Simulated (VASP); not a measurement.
# PrScO (P4/mmm) in VASP: further runs

The runs below take PrScO through single point, with PBE.

Everything below comes from runs of VASP 6.6.1. Logs are shortened: lines on timing, memory, paths and dates and some standing lists are left out, and cuts for length are marked.

## Step 1: The cell of the first run

Symmetry: P4/mmm, No. 123, tetragonal system. Conventional cell: a = 3.625 Å, b = 3.625 Å, c = 4.177 Å, α = 90.00°, β = 90.00°, γ = 90.00°. Pr (site symmetry 4/mmm) has 4 O at 2.56 Å and 8 Sc at 3.31 Å within 3.4 Å. Within 2.8 Å of Sc (site symmetry 4/mmm) lie 2 O at 2.09 Å. O (site symmetry 4/mmm) has 2 Sc at 2.09 Å and 4 Pr at 2.56 Å within 2.8 Å.

## Step 2: Single point, PBE (18.29 Å³/atom)

INCAR reads:

```
SYSTEM = PrScO
PREC = Accurate
ENCUT = 600
EDIFF = 1E-6
ISMEAR = 0
SIGMA = 0.1
LREAL = .FALSE.
LASPH = .TRUE.
NELM = 200
ALGO = Normal
ISIF = 2
LWAVE = .FALSE.
LCHARG = .FALSE.
GGA = PE
NBANDS = 21
GGA_COMPAT = .FALSE.
LMAXMIX = 6
```

KPOINTS reads:

```
regular mesh
0
G
  10 10 8
  0 0 0
```

POSCAR reads:

```
PrScO
1.0
    3.6249043823      0.0000000000      0.0000000000
    0.0000000000      3.6249043823      0.0000000000
    0.0000000000      0.0000000000      4.1768416125
Pr Sc O
1 1 1
Direct
    0.0000000000      0.0000000000      0.5000000000
    0.5000000000      0.5000000000      0.0000000000
    0.5000000000      0.5000000000      0.5000000000
```

Potentials or basis: VASP PAW PBE potentials, release 64 (Pr_3, Sc_sv, O), 4f in core.

Command:

```sh
$ cat potpaw_PBE.64/Pr_3/POTCAR potpaw_PBE.64/Sc_sv/POTCAR potpaw_PBE.64/O/POTCAR > POTCAR
$ mpirun -np 1 vasp_std > vasp.out
```

OUTCAR:

```text
SYSTEM = PrScO
   PREC = Accurate
   ENCUT = 600
   EDIFF = 1E-6
   ISMEAR = 0
   LREAL = .FALSE.
   LASPH = .TRUE.
   NELM = 200
   ISIF = 2
   GGA = PE

 ion  position               nearest neighbor table
   1  0.000  0.000  0.500-   3 2.56   3 2.56   3 2.56   3 2.56   2 3.31   2 3.31   2 3.31   2 3.31
                             2 3.31   2 3.31   2 3.31   2 3.31
   2  0.500  0.500  0.000-   3 2.09   3 2.09   1 3.31   1 3.31   1 3.31   1 3.31   1 3.31   1 3.31
                             1 3.31   1 3.31
   3  0.500  0.500  0.500-   2 2.09   2 2.09   1 2.56   1 2.56   1 2.56   1 2.56

  LATTYP: Found a simple tetragonal cell.
 ALAT       =     3.6249043823
 C/A-ratio  =     1.1522625625

  Lattice vectors:

 A1 = (   3.6249043823,   0.0000000000,   0.0000000000)
 A2 = (   0.0000000000,   3.6249043823,   0.0000000000)
 A3 = (   0.0000000000,   0.0000000000,   4.1768416125)

Analysis of symmetry for initial positions (statically):
=====================================================================
 Subroutine PRICEL returns:
 Original cell was already a primitive cell.

 Routine SETGRP: Setting up the symmetry group for a
 simple tetragonal supercell.

 Subroutine GETGRP returns: Found 16 space group operations
 (whereof 16 operations were pure point group operations)
 out of a pool of 16 trial point group operations.

The static configuration has the point symmetry D_4h.

Analysis of symmetry for dynamics (positions and initial velocities):
=====================================================================
 Subroutine PRICEL returns:
 Original cell was already a primitive cell.

 Routine SETGRP: Setting up the symmetry group for a
 simple tetragonal supercell.

 Subroutine GETGRP returns: Found 16 space group operations
 (whereof 16 operations were pure point group operations)
 out of a pool of 16 trial point group operations.

The dynamic configuration has the point symmetry D_4h.

 Subroutine INISYM returns: Found 16 space group operations
 (whereof 16 operations are pure point group operations),
 and found     1 'primitive' translations

----------------------------------------------------------------------------------------

                                     Primitive cell

  volume of cell :      54.8834

  direct lattice vectors                    reciprocal lattice vectors
     3.624904382  0.000000000  0.000000000     0.275869346  0.000000000  0.000000000
     0.000000000  3.624904382  0.000000000     0.000000000  0.275869346  0.000000000
     0.000000000  0.000000000  4.176841612     0.000000000  0.000000000  0.239415351

  length of vectors
     3.624904382  3.624904382  4.176841612     0.275869346  0.275869346  0.239415351

  position of ions in fractional coordinates (direct lattice)
     0.000000000  0.000000000  0.500000000
     0.500000000  0.500000000  0.000000000
     0.500000000  0.500000000  0.500000000

  ion indices of the primitive-cell ions
   primitive index   ion index
                 1           1
                 2           2
                 3           3

----------------------------------------------------------------------------------------

 KPOINTS: regular mesh

Automatic generation of k-mesh.
 Grid dimensions read from file:
 generate k-points for:   10   10    8

 Generating k-lattice:

  Cartesian coordinates                     Fractional coordinates (reciprocal lattice)
     0.027586935  0.000000000  0.000000000     0.100000000  0.000000000  0.000000000
     0.000000000  0.027586935  0.000000000     0.000000000  0.100000000  0.000000000
     0.000000000  0.000000000  0.029926919     0.000000000  0.000000000  0.125000000

  Length of vectors
     0.027586935  0.027586935  0.029926919

  Shift w.r.t. Gamma in fractional coordinates (k-lattice)
     0.000000000  0.000000000  0.000000000

 Subroutine IBZKPT returns following result:
 ===========================================

 Found    105 irreducible k-points:

 Following reciprocal coordinates:
            Coordinates               Weight
  0.000000  0.000000  0.000000      1.000000
  0.100000  0.000000  0.000000      4.000000
  0.200000  0.000000  0.000000      4.000000
  0.300000  0.000000  0.000000      4.000000
  0.400000  0.000000  0.000000      4.000000
  0.500000  0.000000  0.000000      2.000000
[... 16 lines left out ...]
  0.100000  0.000000  0.125000      8.000000
  0.200000  0.000000  0.125000      8.000000
 [... further k-points ...]
   k-points           NKPTS =    105   k-points in BZ     NKDIM =    105   number of bands    NBANDS=     21
   number of dos      NEDOS =    301   number of ions     NIONS =      3
   total plane-waves  NPLWV =  32400
   dimension x,y,z NGX =    30 NGY =   30 NGZ =   36
   dimension x,y,z NGXF=    60 NGYF=   60 NGZF=   72
   ions per type =               1   1   1
   NGX,Y,Z   is equivalent  to a cutoff of  13.76, 13.76, 14.33 a.u.
   NGXF,Y,Z  is equivalent  to a cutoff of  27.52, 27.52, 28.66 a.u.
 SYSTEM =  PrScO
   PREC   = accura    normal or accurate (medium, high low for compatibility)
   ISTART =      0    job   : 0-new  1-cont  2-samecut
   ICHARG =      2    charge: 1-file 2-atom 10-const
   ISPIN  =      1    spin polarized calculation?
   LNONCOLLINEAR =      F non collinear calculations
   LSORBIT =      F    spin-orbit coupling
   LASPH  =      T    aspherical Exc in radial PAW
   ENCUT  =  600.0 eV  44.10 Ry    6.64 a.u.   7.24  7.24  8.34*2*pi/ulx,y,z
   NELM   =    200;   NELMIN=  2; NELMDL= -5     # of ELM steps
   EDIFF  = 0.1E-05   stopping-criterion for ELM
   LREAL  =      F    real-space projection
   EDIFFG = 0.1E-04   stopping-criterion for IOM
   NSW    =      0    number of steps for IOM
   IBRION =     -1    ionic relax: 0-MD 1-quasi-New 2-CG
   NFREE  =      0    steps in history (QN), initial steepest desc. (CG)
   ISIF   =      2    stress and relaxation
   ISYM   =      2    0-nonsym 1-usesym 2-fastsym
   POTIM  = 0.5000    time-step for ionic-motion
   TEBEG  =    0.0;   TEEND  =   0.0 temperature during run
   PSTRESS=    0.0 pullay stress
   NELECT =      28.0000    total number of electrons
   NUPDOWN=      -1.0000    fix difference up-down
   EMIN   =  10.00;   EMAX   =-10.00  energy-range for DOS
   EFERMI =   0.00;   METHOD = LEGACY
   ISMEAR =     0;   SIGMA  =   0.10  broadening in eV -4-tet -1-fermi 0-gaus
   EFERMI_NEDOS =   21; number of points for ismear=-14 and -15
   IALGO  =     38    algorithm
   IMIX   =      4    mixing-type and parameters
     AMIX     =   0.40;   BMIX     =  1.00
     AMIX_MAG =   1.60;   BMIX_MAG =  1.00
  volume/ion in A,a.u.               =      18.29       123.46
  Fermi-wavevector in a.u.,A,eV,Ry     =   1.308119  2.471986 23.281941  1.711174
  Thomas-Fermi vector in A             =   2.438807
   LORBIT       =      0    0 simple, 1 ext, 2 COOP (PROOUT), +10 PAW based schemes
   GGA     = PE    functional components
   LHFCALC =     F    Hartree Fock is set to
   AEXX    =    0.0000 exact exchange contribution
   IVDW    =     0    specifies the selected vdW correction
   LEPSILON=     F    determine dielectric tensor
   LRPA    =     F    only Hartree local field effects (RPA)
 non-spin polarized calculation
 Gauss-broadening in eV      SIGMA  =   0.10
  energy-cutoff  :      600.00
  volume of cell :       54.88
 maximum number of plane-waves:      1872
 NGX is ok and might be reduce to    30
   NGX = 15   NGY = 15   NGZ = 17

 number of electron      27.9999998 magnetization

 Free energy of the ion-electron system (eV)
  ---------------------------------------------------
  ext. energy  EPLUGINS =         0.00000000
  ---------------------------------------------------
  free energy    TOTEN  =       -21.81123713 eV

  energy without entropy =      -21.80509140  energy(sigma->0) =      -21.80816426

 E-fermi :   5.3261     XC(G=0): -10.8374

 val. band max:        5.3154011236   @ k =   0.5000   0.2000   0.3750
 cond. band min:       5.3290621624   @ k =   0.3000   0.1000   0.3750
 fundamental gap:      0.0136610388
 Fermi energy:         5.3260787340

 k-point     1 :       0.0000    0.0000    0.0000
  band No.  band energies     occupation
      1     -44.0804      2.00000
      2     -30.8346      2.00000
      3     -22.8618      2.00000
      4     -22.7056      2.00000
      5     -22.7056      2.00000
      6     -14.4390      2.00000
[... 13 lines left out ...]
     20       9.4764      0.00000
     21      10.4385      0.00000

 k-point     2 :       0.1000    0.0000    0.0000
  band No.  band energies     occupation
      1     -44.0799      2.00000
      2     -30.8276      2.00000
      3     -22.8605      2.00000
      4     -22.7123      2.00000
      5     -22.7047      2.00000
      6     -14.5997      2.00000
[... 13 lines left out ...]
     20       9.4562      0.00000
     21      10.2468      0.00000

 k-point     3 :       0.2000    0.0000    0.0000
  band No.  band energies     occupation
      1     -44.0784      2.00000
      2     -30.8091      2.00000
      3     -22.8572      2.00000
      4     -22.7299      2.00000
      5     -22.7024      2.00000
      6     -14.9449      2.00000
[... 13 lines left out ...]
     20       9.2576      0.00000
     21       9.4461      0.00000

 k-point     4 :       0.3000    0.0000    0.0000
  band No.  band energies     occupation
      1     -44.0767      2.00000
      2     -30.7861      2.00000
      3     -22.8530      2.00000
      4     -22.7515      2.00000
      5     -22.6996      2.00000
      6     -15.2909      2.00000
[... 13 lines left out ...]
     20       8.9843      0.00000
     21       9.7774      0.00000

 k-point     5 :       0.4000    0.0000    0.0000
  band No.  band energies     occupation
      1     -44.0752      2.00000
      2     -30.7674      2.00000
      3     -22.8497      2.00000
      4     -22.7688      2.00000
      5     -22.6973      2.00000
      6     -15.5338      2.00000
[... 13 lines left out ...]
     20       8.9437      0.00000
     21       9.5362      0.00000

 k-point     6 :       0.5000    0.0000    0.0000
  band No.  band energies     occupation
      1     -44.0747      2.00000
      2     -30.7602      2.00000
      3     -22.8484      2.00000
      4     -22.7754      2.00000
      5     -22.6964      2.00000
      6     -15.6204      2.00000
[... 13 lines left out ...]
     20       8.7655      0.00000
     21       9.3351      0.00000

 k-point     7 :       0.1000    0.1000    0.0000
  band No.  band energies     occupation
      1     -44.0793      2.00000
      2     -30.8206      2.00000
      3     -22.8593      2.00000
      4     -22.7127      2.00000
      5     -22.7104      2.00000
      6     -14.7083      2.00000
[... 13 lines left out ...]
     20       9.4554      0.00000
     21       9.7146      0.00000
[... 291 lines left out ...]
      1     -44.0697      2.00000
      2     -30.6967      2.00000
      3     -22.8398      2.00000
      4     -22.7800      2.00000
      5     -22.7726      2.00000
      6     -14.7168      2.00000
[... 13 lines left out ...]
     20       9.6114      0.00000
     21       9.9905      0.00000

 k-point    21 :       0.5000    0.5000    0.0000
  band No.  band energies     occupation
      1     -44.0692      2.00000
      2     -30.6899      2.00000
      3     -22.8389      2.00000
      4     -22.7806      2.00000
      5     -22.7806      2.00000
      6     -14.5135      2.00000
[... 13 lines left out ...]
     20       9.4682      0.00000
     21       9.9043      0.00000

 k-point    22 :       0.0000    0.0000    0.1250
  band No.  band energies     occupation
      1     -44.0801      2.00000
      2     -30.8340      2.00000
      3     -22.8836      2.00000
      4     -22.7047      2.00000
      5     -22.7047      2.00000
      6     -14.3502      2.00000
[... 13 lines left out ...]
     20       9.6428      0.00000
     21      10.3207      0.00000

 k-point    23 :       0.1000    0.0000    0.1250
  band No.  band energies     occupation
      1     -44.0795      2.00000
      2     -30.8269      2.00000
      3     -22.8830      2.00000
      4     -22.7117      2.00000
      5     -22.7039      2.00000
      6     -14.5160      2.00000
[... 13 lines left out ...]
     20       9.3800      0.00000
     21      10.1313      0.00000

 k-point    24 :       0.2000    0.0000    0.1250
  band No.  band energies     occupation
      1     -44.0781      2.00000
      2     -30.8081      2.00000
      3     -22.8814      2.00000
      4     -22.7298      2.00000
      5     -22.7017      2.00000
      6     -14.8670      2.00000
[... 13 lines left out ...]
     20       8.8825      0.00000
     21      10.0594      0.00000

 [... further k-points ...]

------------------------ aborting loop because EDIFF is reached ----------------------------------------

  FORCE on cell =-STRESS in cart. coord.  units (eV):
  Direction    XX          YY          ZZ          XY          YZ          ZX
  --------------------------------------------------------------------------------------
  -------------------------------------------------------------------------------------
  Total        2.0952756      2.0952756      2.4578566      0.0000000     -0.0000000     -0.0000000
  in kB       61.1660761     61.1660761     71.7506771      0.0000000     -0.0000000     -0.0000000
  external PRESSURE =      64.6942764 kB  Pullay stress =       0.0000000 kB

 VOLUME and BASIS-vectors are now :
 -----------------------------------------------------------------------------
  energy-cutoff  :      600.00
  volume of cell :       54.88
      direct lattice vectors                 reciprocal lattice vectors
     3.624904382  0.000000000  0.000000000     0.275869346  0.000000000  0.000000000
     0.000000000  3.624904382  0.000000000     0.000000000  0.275869346  0.000000000
     0.000000000  0.000000000  4.176841612     0.000000000  0.000000000  0.239415351

 POSITION                                       TOTAL-FORCE (eV/Angst)
 -----------------------------------------------------------------------------------
      0.00000      0.00000      2.08842         0.000000      0.000000      0.000000
      1.81245      1.81245      0.00000         0.000000      0.000000      0.000000
      1.81245      1.81245      2.08842         0.000000      0.000000      0.000000
 -----------------------------------------------------------------------------------
    total drift:                                0.000000      0.000000     -0.000000

  FREE ENERGIE OF THE ION-ELECTRON SYSTEM (eV)
  ---------------------------------------------------
  free  energy   TOTEN  =       -21.8112371263 eV

  energy  without entropy=      -21.8050913983  energy(sigma->0) =      -21.80816426
```

Run time: 79 s. Hardware: 1 thread of Intel Xeon Platinum 8488C (Sapphire Rapids), shared host; peak memory 0.3 GiB.

Results:

* Free energy: -21.8112 eV
* Pressure: 6.5 GPa
* Band gap on the k mesh: zero (bands 14 and 15 overlap by 1.60 eV)

Levels at points of the mesh, in eV from the Fermi level:
```tsv
k point	band 12	band 13	band 14	band 15	band 16	band 17
(0.00, 0.00, 0.00)	-4.42	-3.61	-1.94	1.05	1.05	2.00
(0.50, 0.00, 0.00)	-4.84	-1.16	-0.42	1.15	1.85	2.07
(0.50, 0.50, 0.00)	-4.35	-1.52	-0.96	-0.96	2.77	3.13
(0.00, 0.00, 0.50)	-4.73	-1.46	-0.69	0.21	2.15	2.30
(0.50, 0.00, 0.50)	-6.11	-1.89	0.50	1.41	1.78	3.17
(0.50, 0.50, 0.50)	-4.67	-1.02	-1.02	0.55	2.60	2.60
```

Caveat: the cell stands under pressure; spin-orbit coupling is left out, which moves the levels of the heavy elements; the 4f electrons are frozen in the core, so they carry no moment and show no levels; the run has no spin polarisation, though such a crystal can be magnetic.

(Part 1 of 2 ends here.)
